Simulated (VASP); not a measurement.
# ZnO (P6_3mc) in VASP: relaxation of cell and atoms with r2SCAN

Aim: the relaxation of cell and atoms of ZnO with r2SCAN.

All numbers are computed with VASP 6.6.1; they aren't measurements. Logs are shortened: lines on timing, memory, paths and dates and some standing lists are left out, and cuts for length are marked.

## Step 1: The cell of the first run

The structure is hexagonal, space group P6_3mc (No. 186). Conventional cell: a = 3.315 Å, b = 3.315 Å, c = 5.314 Å, α = 90.00°, β = 90.00°, γ = 120.00°. Zn (site symmetry 3m) has 4 O at 2.01 to 2.03 Å within 2.7 Å. O (site symmetry 3m) has 4 Zn at 2.01 to 2.03 Å within 2.7 Å.

## Step 2: Relaxation of cell and atoms, r2SCAN

The input, POSCAR:

```
ZnO
1.0
    3.3150000000      0.0000000000      0.0000000000
   -1.6575000000      2.8708742100      0.0000000000
    0.0000000000      0.0000000000      5.3142000000
Zn O
2 2
Direct
    0.3333333330      0.6666666670      0.0000000000
    0.6666666670      0.3333333330      0.5000000000
    0.3333333330      0.6666666670      0.3820000000
    0.6666666670      0.3333333330      0.8820000000
```

The input, INCAR.step1:

```
  PREC = Accurate
  ENCUT = 600
  ISMEAR = -1
  SIGMA = 0.1
  LREAL = False
  LASPH = True
  NELM = 80
  GGA = PE
  ALGO = Normal
  EDIFF = 1E-4
  LWAVE = True
  LCHARG = False
```

The input, INCAR.step2:

```
  PREC = Accurate
  ENCUT = 600
  EDIFF = 1E-7
  ISMEAR = -1
  SIGMA = 0.1
  LREAL = False
  LASPH = True
  NELM = 80
  ALGO = Normal
  ISIF = 3
  LWAVE = False
  LCHARG = False
  METAGGA = R2SCAN
  LMIXTAU = True
  IBRION = 2
  NSW = 40
  EDIFFG = -0.01
  ISTART = 1
```

The input, KPOINTS:

```
Automatic mesh
0
Gamma
  4 4 3
```

Potentials or basis: VASP PAW PBE potentials, release 64 (Zn, O).

Run with:

```sh
cat potpaw_PBE.64/Zn/POTCAR potpaw_PBE.64/O/POTCAR > POTCAR
cp INCAR.step1 INCAR
mpirun -np 1 vasp_std > vasp.out
cp INCAR.step2 INCAR
mpirun -np 1 vasp_std > vasp.out
```

OUTCAR:

```text
PREC = Accurate
   ENCUT = 600
   EDIFF = 1E-7
   ISMEAR = -1
   LREAL = False
   LASPH = True
   NELM = 80
   ISIF = 3
   METAGGA = R2SCAN
   IBRION = 2
   NSW = 40
   EDIFFG = -0.01
   ISTART = 1

 ion  position               nearest neighbor table
   1  0.333  0.667  0.000-   4 2.01   4 2.01   4 2.01   3 2.03
   2  0.667  0.333  0.500-   3 2.01   3 2.01   3 2.01   4 2.03
   3  0.333  0.667  0.382-   2 2.01   2 2.01   2 2.01   1 2.03
   4  0.667  0.333  0.882-   1 2.01   1 2.01   1 2.01   2 2.03

  LATTYP: Found a hexagonal cell.
 ALAT       =     3.3150000000
 C/A-ratio  =     1.6030769231

  Lattice vectors:

 A1 = (   3.3150000000,   0.0000000000,   0.0000000000)
 A2 = (  -1.6575000000,   2.8708742100,   0.0000000000)
 A3 = (   0.0000000000,   0.0000000000,   5.3142000000)

Analysis of symmetry for initial positions (statically):
=====================================================================
 Subroutine PRICEL returns:
 Original cell was already a primitive cell.

 Routine SETGRP: Setting up the symmetry group for a
 hexagonal supercell.

 Subroutine GETGRP returns: Found 12 space group operations
 (whereof  6 operations were pure point group operations)
 out of a pool of 24 trial point group operations.

The static configuration has the point symmetry C_3v.
 The point group associated with its full space group is C_6v.

Analysis of symmetry for dynamics (positions and initial velocities):
=====================================================================
 Subroutine PRICEL returns:
 Original cell was already a primitive cell.

 Routine SETGRP: Setting up the symmetry group for a
 hexagonal supercell.

 Subroutine GETGRP returns: Found 12 space group operations
 (whereof  6 operations were pure point group operations)
 out of a pool of 24 trial point group operations.

The dynamic configuration has the point symmetry C_3v.
 The point group associated with its full space group is C_6v.

 Subroutine INISYM returns: Found 12 space group operations
 (whereof  6 operations are pure point group operations),
 and found     1 'primitive' translations

----------------------------------------------------------------------------------------

                                     Primitive cell

  volume of cell :      50.5750

  direct lattice vectors                    reciprocal lattice vectors
     3.315000000  0.000000000  0.000000000     0.301659125  0.174162977  0.000000000
    -1.657500000  2.870874210  0.000000000     0.000000000  0.348325955  0.000000000
     0.000000000  0.000000000  5.314200000     0.000000000  0.000000000  0.188175078

  length of vectors
     3.315000000  3.314999997  5.314200000     0.348325954  0.348325955  0.188175078

  position of ions in fractional coordinates (direct lattice)
     0.333333333  0.666666667  0.000000000
     0.666666667  0.333333333  0.500000000
     0.333333333  0.666666667  0.382000000
     0.666666667  0.333333333  0.882000000

  ion indices of the primitive-cell ions
   primitive index   ion index
                 1           1
                 2           2
                 3           3
                 4           4

----------------------------------------------------------------------------------------

 KPOINTS: Automatic mesh

Automatic generation of k-mesh.
 Grid dimensions read from file:
 generate k-points for:    4    4    3

 Generating k-lattice:

  Cartesian coordinates                     Fractional coordinates (reciprocal lattice)
     0.075414781  0.043540744  0.000000000     0.250000000  0.000000000  0.000000000
     0.000000000  0.087081489  0.000000000     0.000000000  0.250000000  0.000000000
     0.000000000  0.000000000  0.062725026     0.000000000  0.000000000  0.333333333

  Length of vectors
     0.087081489  0.087081489  0.062725026

  Shift w.r.t. Gamma in fractional coordinates (k-lattice)
     0.000000000  0.000000000  0.000000000

 Subroutine IBZKPT returns following result:
 ===========================================

 Found      8 irreducible k-points:

 Following reciprocal coordinates:
            Coordinates               Weight
  0.000000  0.000000  0.000000      1.000000
  0.250000 -0.000000  0.000000      6.000000
  0.500000 -0.000000  0.000000      3.000000
  0.250000  0.250000  0.000000      6.000000
  0.000000  0.000000  0.333333      2.000000
  0.250000 -0.000000  0.333333     12.000000
  0.500000 -0.000000  0.333333      6.000000
  0.250000  0.250000  0.333333     12.000000
   k-points           NKPTS =      8   k-points in BZ     NKDIM =      8   number of bands    NBANDS=     22
   number of dos      NEDOS =    301   number of ions     NIONS =      4
   total plane-waves  NPLWV =  32928
   dimension x,y,z NGX =    28 NGY =   28 NGZ =   42
   dimension x,y,z NGXF=    56 NGYF=   56 NGZF=   84
   ions per type =               2   2
   NGX,Y,Z   is equivalent  to a cutoff of  14.04, 14.04, 13.14 a.u.
   NGXF,Y,Z  is equivalent  to a cutoff of  28.08, 28.08, 26.28 a.u.
 SYSTEM =  unknown system
   PREC   = accura    normal or accurate (medium, high low for compatibility)
   ISTART =      1    job   : 0-new  1-cont  2-samecut
   ICHARG =      0    charge: 1-file 2-atom 10-const
   ISPIN  =      1    spin polarized calculation?
   LNONCOLLINEAR =      F non collinear calculations
   LSORBIT =      F    spin-orbit coupling
   LASPH  =      T    aspherical Exc in radial PAW
   ENCUT  =  600.0 eV  44.10 Ry    6.64 a.u.   6.62  6.62 10.61*2*pi/ulx,y,z
   NELM   =     80;   NELMIN=  2; NELMDL=  0     # of ELM steps
   EDIFF  = 0.1E-06   stopping-criterion for ELM
   LREAL  =      F    real-space projection
   EDIFFG = -.1E-01   stopping-criterion for IOM
   NSW    =     40    number of steps for IOM
   IBRION =      2    ionic relax: 0-MD 1-quasi-New 2-CG
   NFREE  =      1    steps in history (QN), initial steepest desc. (CG)
   ISIF   =      3    stress and relaxation
   ISYM   =      2    0-nonsym 1-usesym 2-fastsym
   POTIM  = 0.5000    time-step for ionic-motion
   TEBEG  =    0.0;   TEEND  =   0.0 temperature during run
   PSTRESS=    0.0 pullay stress
   NELECT =      36.0000    total number of electrons
   NUPDOWN=      -1.0000    fix difference up-down
   EMIN   =  10.00;   EMAX   =-10.00  energy-range for DOS
   EFERMI =   0.00;   METHOD = LEGACY
   ISMEAR =    -1;   SIGMA  =   0.10  broadening in eV -4-tet -1-fermi 0-gaus
   EFERMI_NEDOS =   21; number of points for ismear=-14 and -15
   IALGO  =     38    algorithm
   IMIX   =      4    mixing-type and parameters
     AMIX     =   0.40;   BMIX     =  1.00
     AMIX_MAG =   1.60;   BMIX_MAG =  1.00
  volume/ion in A,a.u.               =      12.64        85.32
  Fermi-wavevector in a.u.,A,eV,Ry     =   1.461719  2.762248 29.070501  2.136622
  Thomas-Fermi vector in A             =   2.578017
   LORBIT       =      0    0 simple, 1 ext, 2 COOP (PROOUT), +10 PAW based schemes
   METAGGA = R2SCAN    functional components
   LHFCALC =     F    Hartree Fock is set to
   AEXX    =    0.0000 exact exchange contribution
   IVDW    =     0    specifies the selected vdW correction
   LEPSILON=     F    determine dielectric tensor
   LRPA    =     F    only Hartree local field effects (RPA)
 conjugate gradient relaxation of ions
 non-spin polarized calculation
  energy-cutoff  :      600.00
  volume of cell :       50.57
 maximum number of plane-waves:      1725
 NGX is ok and might be reduce to    28
   NGX = 13   NGY = 13   NGZ = 21

--------------------------------------- Ionic step        1  -------------------------------------------

 number of electron      36.0000014 magnetization

 Free energy of the ion-electron system (eV)
  ---------------------------------------------------
  ext. energy  EPLUGINS =         0.00000000
  ---------------------------------------------------
  free energy    TOTEN  =       -36.22429163 eV

  energy without entropy =      -36.22390790  energy(sigma->0) =      -36.22409976

------------------------ aborting loop because EDIFF is reached ----------------------------------------

  FORCE on cell =-STRESS in cart. coord.  units (eV):
  Direction    XX          YY          ZZ          XY          YZ          ZX
  --------------------------------------------------------------------------------------
  -------------------------------------------------------------------------------------
  Total       -2.5896659     -2.5896659     -2.6063289      0.0000000      0.0000000      0.0000000
  in kB      -82.0386912    -82.0386910    -82.5665625      0.0000000      0.0000000      0.0000000
  external PRESSURE =     -82.2146482 kB  Pullay stress =       0.0000000 kB

 VOLUME and BASIS-vectors are now :
 -----------------------------------------------------------------------------
  energy-cutoff  :      600.00
  volume of cell :       50.57
      direct lattice vectors                 reciprocal lattice vectors
     3.315000000  0.000000000  0.000000000     0.301659125  0.174162977  0.000000000
    -1.657500000  2.870874210  0.000000000     0.000000000  0.348325955  0.000000000
     0.000000000  0.000000000  5.314200000     0.000000000  0.000000000  0.188175078
[... 229 lines left out ...]
 POSITION                                       TOTAL-FORCE (eV/Angst)
 -----------------------------------------------------------------------------------
     -0.00000      1.87312      0.00439        -0.000000      0.000000      0.002730
      1.62217      0.93656      2.60787         0.000000     -0.000000      0.002730
     -0.00000      1.87312      1.98467        -0.000000      0.000000     -0.002730
      1.62217      0.93656      4.58815        -0.000000      0.000000     -0.002730
 -----------------------------------------------------------------------------------
    total drift:                               -0.000002      0.000001      0.047156

  FREE ENERGIE OF THE ION-ELECTRON SYSTEM (eV)
  ---------------------------------------------------
  free  energy   TOTEN  =       -36.3122206054 eV

  energy  without entropy=      -36.3119822494  energy(sigma->0) =      -36.31210143

--------------------------------------- Ionic step        8  -------------------------------------------

 number of electron      36.0000005 magnetization

 Free energy of the ion-electron system (eV)
  ---------------------------------------------------
  ext. energy  EPLUGINS =         0.00000000
  ---------------------------------------------------
  free energy    TOTEN  =       -36.31235327 eV

  energy without entropy =      -36.31211162  energy(sigma->0) =      -36.31223245

 E-fermi :   1.5517     XC(G=0): -11.6758

 val. band max:        0.8831052082   @ k =   0.0000   0.0000   0.0000
 cond. band min:       2.1065136109   @ k =   0.0000   0.0000   0.0000
 fundamental gap:      1.2234084026
 Fermi energy:         1.5516529188

 k-point     1 :       0.0000    0.0000    0.0000
  band No.  band energies     occupation
      1     -18.2209      2.00000
      2     -17.5297      2.00000
      3      -4.9542      2.00000
      4      -4.9542      2.00000
      5      -4.9007      2.00000
      6      -4.8342      2.00000
[... 14 lines left out ...]
     21       9.7028      0.00000
     22      14.5754      0.00000
[... 195 lines left out ...]
 POSITION                                       TOTAL-FORCE (eV/Angst)
 -----------------------------------------------------------------------------------
     -0.00000      1.87127      0.00617        -0.000000      0.000000      0.008228
      1.62057      0.93563      2.61451        -0.000000      0.000000      0.008228
     -0.00000      1.87127      1.98661         0.000000     -0.000000     -0.008228
      1.62057      0.93563      4.59496         0.000000     -0.000000     -0.008228
 -----------------------------------------------------------------------------------
    total drift:                               -0.000002      0.000001      0.056280

  FREE ENERGIE OF THE ION-ELECTRON SYSTEM (eV)
  ---------------------------------------------------
  free  energy   TOTEN  =       -36.3123532743 eV

  energy  without entropy=      -36.3121116171  energy(sigma->0) =      -36.31223245

 reached required accuracy - stopping structural energy minimisation
```

Run time: 6.2 min. Hardware: 1 thread of AMD EPYC 7R13 (Zen 3), shared host; peak memory 0.16 GiB.

Results:

```yaml
Free_energy: -36.3124 eV
Relaxed_volume: 11.86 Å³/atom
Relaxed_cell: a = 3.241 Å, b = 3.241 Å, c = 5.217 Å, α = 90.00°, β = 90.00°, γ = 120.00°
Space_group_after_relaxing_to_0.1_Å: P6_3mc (No. 186)
Energy_gained_by_relaxing: 22.0 meV/atom
Ionic_steps: 8
Pressure_after_relaxing: 0.0 GPa
Largest_force_after_relaxing: 0.008 eV/Å
Band_gap_on_the_k_mesh: 1.22 eV
```

Forces in eV/Å, atoms in the order of the input:
```
Zn   0.000  0.000  0.008
Zn   0.000  0.000  0.008
O    0.000  0.000 -0.008
O    0.000  0.000 -0.008
```

Step by step:
```
step  energy change (eV)  largest force (eV/Å)  pressure (GPa)  volume (Å³)
   1              0.0000                0.0539           -8.22        50.57
   2             -0.0661                0.0031            5.11        45.97
   3             -0.0878                0.0239            0.19        47.40
   4             -0.0877                0.0247           -0.01        47.46
   5             -0.0878                0.0123           -0.01        47.46
   6             -0.0879                0.0008           -0.01        47.47
   7             -0.0879                0.0027            0.00        47.46
   8             -0.0881                0.0082            0.02        47.46
```

Final structure:
```
Zn O
1.0
     3.24113    0.00000    0.00000
    -1.62057    2.80690    0.00000
     0.00000    0.00000    5.21669
Zn O
2 2
Direct
  0.33333 0.66667 0.00118
  0.66667 0.33333 0.50118
  0.33333 0.66667 0.38082
  0.66667 0.33333 0.88082
```

Caveat: the k points lie up to 0.56 Å⁻¹ apart in the final cell; the PAW data sets were made with another functional, which shifts forces and pressure a little.
